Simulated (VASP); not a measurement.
# O (R-3m) in VASP: a series of runs

O is run at these levels: RPBE+D4, HSE06+D3(BJ); tasks: electric field gradients.

All numbers are computed with VASP 6.6.1; they aren't measurements. Logs are shortened: lines on timing, memory, paths and dates and some standing lists are left out, and cuts for length are marked.

## 1. The cell of the first run

It takes space group R-3m (No. 166, trigonal). Conventional cell: a = 3.350 Å, b = 3.350 Å, c = 11.196 Å, α = 90.00°, β = 90.00°, γ = 120.00°. Within 1.6 Å of O (site symmetry 3m) lie 1 O at 1.22 Å.

## 2. Electric field gradients, RPBE+D4

INCAR

```
SYSTEM = O
  PREC = Accurate
  ENCUT = 520
  EDIFF = 1E-8
  ISMEAR = -1
  SIGMA = 0.025
  LREAL = .FALSE.
  LASPH = .TRUE.
  NELM = 120
  ALGO = Normal
  ISIF = 2
  LWAVE = .FALSE.
  LCHARG = .FALSE.
  GGA = RP
  IVDW = 13
  LEFG = .TRUE.
  NBANDS = 13
  GGA_COMPAT = .FALSE.
```

KPOINTS

```
regular mesh
0
G
  9 9 9
  0 0 0
```

POSCAR

```
O
1.0
    1.6749479050      0.9670316238      3.7319995200
   -1.6749479050      0.9670316238      3.7319995200
    0.0000000000     -1.9340632477      3.7319995200
O
2
Direct
    0.0546147200      0.0546147200      0.0546147200
    0.9453852800      0.9453852800      0.9453852800
```

Potentials or basis: VASP PAW PBE potentials, release 64 (O).

Run with:

```console
cat potpaw_PBE.64/O/POTCAR > POTCAR
mpirun -np 1 vasp_std > vasp.out
```

OUTCAR:

```text
SYSTEM = O
   PREC = Accurate
   ENCUT = 520
   EDIFF = 1E-8
   ISMEAR = -1
   LREAL = .FALSE.
   LASPH = .TRUE.
   NELM = 120
   ISIF = 2
   GGA = RP
   IVDW = 13

 ion  position               nearest neighbor table
   1  0.055  0.055  0.055-   2 1.22
   2  0.945  0.945  0.945-   1 1.22

  LATTYP: Found a trigonal (rhomboedric) cell.
 ALAT       =     4.2033820982
 COS(alpha) =     0.6824333680

  Lattice vectors:

 A1 = (   1.6749479050,   0.9670316238,   3.7319995200)
 A2 = (  -1.6749479050,   0.9670316238,   3.7319995200)
 A3 = (   0.0000000000,  -1.9340632477,   3.7319995200)

Analysis of symmetry for initial positions (statically):
=====================================================================
 Subroutine PRICEL returns:
 Original cell was already a primitive cell.

 Routine SETGRP: Setting up the symmetry group for a
 trigonal (rhombohedral) supercell.

 Subroutine GETGRP returns: Found 12 space group operations
 (whereof 12 operations were pure point group operations)
 out of a pool of 12 trial point group operations.

The static configuration has the point symmetry D_3d.

Analysis of symmetry for dynamics (positions and initial velocities):
=====================================================================
 Subroutine PRICEL returns:
 Original cell was already a primitive cell.

 Routine SETGRP: Setting up the symmetry group for a
 trigonal (rhombohedral) supercell.

 Subroutine GETGRP returns: Found 12 space group operations
 (whereof 12 operations were pure point group operations)
 out of a pool of 12 trial point group operations.

The dynamic configuration has the point symmetry D_3d.

 Subroutine INISYM returns: Found 12 space group operations
 (whereof 12 operations are pure point group operations),
 and found     1 'primitive' translations

----------------------------------------------------------------------------------------

                                     Primitive cell

  volume of cell :      36.2689

  direct lattice vectors                    reciprocal lattice vectors
     1.674947905  0.967031624  3.731999520     0.298516747  0.172348724  0.089317625
    -1.674947905  0.967031624  3.731999520    -0.298516747  0.172348724  0.089317625
     0.000000000 -1.934063248  3.731999520     0.000000000 -0.344697448  0.089317625

[... 134 lines left out ...]
 fundamental gap:      0.0064974333
 Fermi energy:        -1.9152342955

 k-point     1 :       0.0000    0.0000    0.0000
  band No.  band energies     occupation
      1     -28.4903      2.00000
      2     -15.8781      2.00000
      3      -9.7008      2.00000
      4      -8.2468      2.00000
      5      -8.2468      2.00000
      6      -1.7128      0.00061
      7      -1.7128      0.00061
      8       4.7940      0.00000
      9       8.4707      0.00000
     10      11.8209      0.00000
     11      13.9438      0.00000
     12      16.2955      0.00000
     13      16.2955      0.00000
[... 354 lines left out ...]
  band No.  band energies     occupation
      1     -28.3982      2.00000
      2     -16.0018      2.00000
      3      -9.0798      2.00000
      4      -8.8865      2.00000
      5      -8.4937      2.00000
      6      -2.4508      2.00000
      7      -1.6276      0.00002
      8       6.8466      0.00000
      9       8.7446      0.00000
     10      10.6302      0.00000
     11      11.1555      0.00000
     12      13.8924      0.00000
     13      16.3199      0.00000

 [... further k-points ...]

------------------------ aborting loop because EDIFF is reached ----------------------------------------

  DFT-D4 for vdW energy calculation

  Edisp (eV):   -0.18734

  FORCE on cell =-STRESS in cart. coord.  units (eV):
  Direction    XX          YY          ZZ          XY          YZ          ZX
  --------------------------------------------------------------------------------------
  -------------------------------------------------------------------------------------
  Total      -0.87600    -0.87600     1.23133     0.00000    -0.00000     0.00000
  in kB     -38.69743   -38.69743    54.39395     0.00000    -0.00000     0.00000
  external pressure =       -7.67 kB  Pullay stress =        0.00 kB

 VOLUME and BASIS-vectors are now :
 -----------------------------------------------------------------------------
  energy-cutoff  :      520.00
  volume of cell :       36.27
      direct lattice vectors                 reciprocal lattice vectors
     1.674947905  0.967031624  3.731999520     0.298516747  0.172348724  0.089317625
    -1.674947905  0.967031624  3.731999520    -0.298516747  0.172348724  0.089317625
     0.000000000 -1.934063248  3.731999520     0.000000000 -0.344697448  0.089317625

 POSITION                                       TOTAL-FORCE (eV/Angst)
 -----------------------------------------------------------------------------------
      0.00000     -0.00000      0.61147         0.000000     -0.000000      1.080205
      0.00000     -0.00000     10.58453         0.000000      0.000000     -1.080205
 -----------------------------------------------------------------------------------
    total drift:                               -0.000000     -0.000000      0.000000

  FREE ENERGIE OF THE ION-ELECTRON SYSTEM (eV)
  ---------------------------------------------------
  free  energy   TOTEN  =        -8.9585273532 eV

  energy  without entropy=       -8.9476948844  energy(sigma->0) =       -8.95311112

 Electric field gradients (V/A^2)
---------------------------------------------------------------------
 ion       V_xx      V_yy      V_zz      V_xy      V_xz      V_yz
---------------------------------------------------------------------
   1     -67.799   -67.799   135.598    -0.000     0.000     0.000
   2     -67.799   -67.799   135.598     0.000    -0.000     0.000
---------------------------------------------------------------------

 Electric field gradients after diagonalization (V/A^2)
 (convention: |V_zz| > |V_xx| > |V_yy|)
----------------------------------------------------------------------
 ion       V_xx      V_yy      V_zz     asymmetry (V_yy - V_xx)/ V_zz
----------------------------------------------------------------------
   1     -67.799   -67.799   135.598       0.000
   2     -67.799   -67.799   135.598       0.000
----------------------------------------------------------------------

           NMR quadrupolar parameters

 Cq : quadrupolar parameter    Cq=e*Q*V_zz/h
 eta: asymmetry parameters     (V_yy - V_xx)/ V_zz
 Q  : nuclear electric quadrupole moment in mb (millibarn)
----------------------------------------------------------------------
 ion       Cq(MHz)       eta       Q (mb)
----------------------------------------------------------------------
   1       0.328       0.000       1.000
   2       0.328       0.000       1.000
----------------------------------------------------------------------
```

OSZICAR:

```text
N       E                     dE             d eps       ncg     rms          rms(c)
DAV:   1     0.429754241565E+02    0.42975E+02   -0.58825E+03  2218   0.803E+02
DAV:   2    -0.718805608081E+01   -0.50163E+02   -0.48537E+02  2955   0.176E+02
DAV:   3    -0.903778833239E+01   -0.18497E+01   -0.18008E+01  2533   0.323E+01
DAV:   4    -0.904573375584E+01   -0.79454E-02   -0.79429E-02  2555   0.252E+00
DAV:   5    -0.904577450397E+01   -0.40748E-04   -0.40748E-04  2516   0.172E-01    0.449E+00
DAV:   6    -0.881111377366E+01    0.23466E+00   -0.20710E-01  2245   0.417E+00    0.237E+00
DAV:   7    -0.876821862206E+01    0.42895E-01   -0.19354E-01  2590   0.389E+00    0.474E-01
DAV:   8    -0.877100899709E+01   -0.27904E-02   -0.16606E-02  2305   0.106E+00    0.104E-01
DAV:   9    -0.877117441348E+01   -0.16542E-03   -0.15818E-04  2681   0.132E-01    0.282E-02
DAV:  10    -0.877118664114E+01   -0.12228E-04   -0.31462E-05  2370   0.514E-02    0.109E-02
DAV:  11    -0.877118766616E+01   -0.10250E-05   -0.51092E-06  2425   0.223E-02    0.444E-03
DAV:  12    -0.877118746812E+01    0.19804E-06   -0.10478E-06  2466   0.914E-03    0.186E-03
DAV:  13    -0.877118765772E+01   -0.18961E-06   -0.15578E-07  2220   0.367E-03    0.149E-04
DAV:  14    -0.877118766259E+01   -0.48695E-08   -0.43964E-09  2436   0.590E-04
   1 F= -.89585274E+01 E0= -.89531111E+01  d E =-.108325E-01
```

stdout:

```text
POSCAR found type information on POSCAR O
 POSCAR found :  1 types and       2 ions
 scaLAPACK will be used
 -----------------------------------------------------------------------------
|                                                                             |
|                                                                             |
|     You enforced a specific xc type in the INCAR file but a different       |
|     I HOPE YOU KNOW WHAT YOU ARE DOING!                                     |
|                                                                             |
 -----------------------------------------------------------------------------

 LDA part: xc-table for (Slater+PW92), standard interpolation
 POSCAR, INCAR and KPOINTS ok, starting setup
 FFT: planning ... GRIDC
 FFT: planning ... GRID_SOFT
 FFT: planning ... GRID
 WAVECAR not read
 entering main loop
ion   1

ion   2
```

Wall time 20 s (1 thread of Intel Xeon Platinum 8488C (Sapphire Rapids), shared host); peak memory 0.18 GiB.

Results:

| Quantity | Value |
| --- | --- |
| Free energy | -8.9585 eV |
| Pressure | -0.8 GPa |
| Largest force | 1.080 eV/Å |
| Band gap on the k mesh | zero (bands 6 and 7 overlap by 0.49 eV) |
| Largest electric field gradient by atom | O +135.6 V/Å² |
| Dispersion energy per atom | -0.094 eV |

Forces in eV/Å, atoms in the order of the input:
```
O    0.000  0.000  1.080
O    0.000  0.000 -1.080
```

Electric field gradients, principal values (V/Å²):
```csv
atom,least,middle,greatest (by size)
1 O,-67.799,-67.799,135.598
2 O,-67.799,-67.799,135.598
```

Caveat: the standard files for N, O and F lose accuracy on very short bonds; spin is off for a triplet molecule; without QUAD_EFG the Cq values of the log hold for a quadrupole moment of 1 mb, not for the nuclei; the PAW data sets were made with another functional, which shifts forces and pressure a little.

(Continued in part 2 of 2.)
